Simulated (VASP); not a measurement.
BeS: single point with PBE

The system is BeS.

```xyz
2
Lattice="0.0000 2.3882 2.3882 2.3882 0.0000 2.3882 2.3882 2.3882 0.0000" Properties=species:S:1:pos:R:3 pbc="T T T"
Be    0.0000    0.0000    0.0000
S     1.1941    1.1941    1.1941
```

This cell differs from its parent crystal: volume scaled by 0.94.

```json
{"Program": "VASP 6.6.1", "Task": "single point", "Functional": "PBE", "Potentials or basis": "VASP PAW PBE potentials, release 64 (Be, S)", "Cutoff": "520 eV", "k mesh": "8 × 8 × 8", "Occupations": "gaussian, width 0.02 eV", "Spin": "no spin polarisation", "Dipole correction": "no", "Further INCAR settings": "ALGO = Normal; EDIFF = 1e-06; NBANDS = 11"}
```

The pressure is 6.5 GPa and the band gap on the k mesh is 3.00 eV, indirect (least direct gap 5.65 eV).

Levels at points of the mesh, in eV from the valence-band top:
| k point | band 1 | band 2 | band 3 | band 4 | band 5 | band 6 | band 7 | band 8 | band 9 |
| --- | --- | --- | --- | --- | --- | --- | --- | --- | --- |
| (0.00, 0.00, 0.00) | -14.01 | 0.00 | 0.00 | 0.00 | 5.65 | 5.65 | 5.65 | 6.28 | 12.90 |
| (0.50, 0.00, 0.00) | -12.27 | -6.09 | -1.10 | -1.10 | 5.65 | 6.55 | 6.55 | 11.42 | 15.15 |
| (0.50, 0.50, 0.00) | -11.68 | -5.26 | -2.80 | -2.80 | 3.00 | 4.87 | 13.16 | 13.16 | 16.18 |

It took 10 s on 1 thread of Intel Xeon 8259CL (shared host), peak memory 0.15 GiB.

 A k mesh can miss the band edges.
